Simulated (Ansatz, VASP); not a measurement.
# Two plane-wave programs on ZrS2

INCAR

```
SYSTEM = ZrS2
ALGO = Normal
EDIFF = 1E-6
ENCUT = 500
GGA = PE
GGA_COMPAT = .FALSE.
ISIF = 2
ISMEAR = 0
LASPH = .TRUE.
LCHARG = .FALSE.
LREAL = .FALSE.
LWAVE = .FALSE.
NBANDS = 19
NELM = 120
PREC = Accurate
SIGMA = 0.01
```

KPOINTS

```
k-points
0
G
  5 5 3
  0 0 0
```

POSCAR

```
ZrS2
1.0
    3.6913825500      0.0000000000      0.0000000000
   -1.8456912750      3.1968310634      0.0000000000
    0.0000000000      0.0000000000      6.0410770100
Zr S
1 2
Direct
    0.0000000000      0.0000000000      0.0000000000
    0.6666666667      0.3333333333      0.7620900300
    0.3333333333      0.6666666667      0.2379099700
```

Input for Ansatz:

```yaml
crystal:
  lattice:
    a: 3.69138255
    b: 3.69138255
    c: 6.04107701
    alpha: 90.0
    beta: 90.0
    gamma: 120.0
  space_group: 164
  atoms:
    - { symbol: Zr, position: [0.0, 0.0, 0.0] }
    - { symbol: S, position: [0.6666666666666666, 0.3333333333333333, 0.76209003] }
kpoints:
  mp_grid:
    grid: [5, 5, 3]
    shift: [0.0, 0.0, 0.0]
hamiltonian:
  xc: pbe
  pseudopotentials:
    kind: paw
scf:
  convergence:
    dr2_threshold: 1.0e-09
  mixing:
    algorithm: anderson
    beta: 0.2
  occupations:
    method: fixed
output:
  forces: true
  stress: true
  eigenvalues: true
```

Alike in both runs: task single point; functional PBE; k mesh 5 × 5 × 3; no spin polarisation.

```csv
,VASP,Ansatz
version,VASP 6.6.1,Ansatz 0.2.0
potentials or method,"VASP PAW PBE potentials, release 64 (Zr_sv, S)","plane waves, PAW"
plane-wave cutoff (eV),500,420
occupations,"gaussian, width 0.01 eV",fixed
valence electrons in the cell,24,24
```

Ansatz gave:

| Item | Value |
| --- | --- |
| gap on the k mesh at the Fermi level (eV) | 1.15 |
| pressure (GPa) | 0.6 |
| traceless stress, the component that is largest in VASP (GPa) | 0.48 |
| rms of the force components (eV/Å) | 0.014 |

**Question.** Which values does VASP return?

**Answer.** gap on the k mesh at the Fermi level (eV): 1.15; pressure (GPa): 0.6; traceless stress, the component that is largest in VASP (GPa): 0.51; rms of the force components (eV/Å): 0.017.

Atom by atom the forces differ by 0.003 eV/Å (rms over components). Ansatz's warnings: stress scf threshold loose.
